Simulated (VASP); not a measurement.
Write the native input for VASP 6.6.1 that does the following.

```
Task                   : single point
Functional             : PBEsol
Potentials or basis    : VASP PAW PBE potentials, release 64 (Se)
Cutoff                 : 520 eV
k mesh                 : 7 × 7 × 6
Occupations            : fermi-dirac, width 0.05 eV
Spin                   : no spin polarisation
Dipole correction      : no
Further INCAR settings : ALGO = Normal; EDIFF = 1e-06; NBANDS = 16
```

The structure of Se lies in POSCAR:

```
Se
1.0
    4.0376950548      0.0000000000      0.0000000000
   -2.0188475274      3.4967464902      0.0000000000
    0.0000000000      0.0000000000      5.1229427309
Se
3
Direct
    0.7513308806      0.7513308806      0.0000000000
    0.0000000000      0.2486691194      0.6666666667
    0.2486691194      0.0000000000      0.3333333333
```

One way to write it, as run:

INCAR

```
ALGO = Normal ; EDIFF = 1E-6
ENCUT = 520 ; GGA = PS
ISIF = 2 ; ISMEAR = -1
LASPH = True ; LCHARG = False
LREAL = False ; LWAVE = False
NBANDS = 16 ; NELM = 80
PREC = Accurate ; SIGMA = 0.05
```

KPOINTS

```
k-points
0
Gamma
  7 7 6
```

Potentials or basis: VASP PAW PBE potentials, release 64 (Se).

Launch:

```sh
$ cat potpaw_PBE.64/Se/POTCAR > POTCAR
$ mpirun -np 1 vasp_std > vasp.out
```

Results of the run:

The pressure is 0.2 GPa, the largest force is 0.031 eV/Å and the band gap on the k mesh is 0.90 eV, indirect (least direct gap 1.13 eV).

Caveat: the PAW data sets were made with another functional, which shifts forces and pressure a little.

Run time: 22 s on 1 thread of AMD EPYC 7R13 Processor (Zen 3) (shared host), peak memory 0.16 GiB.
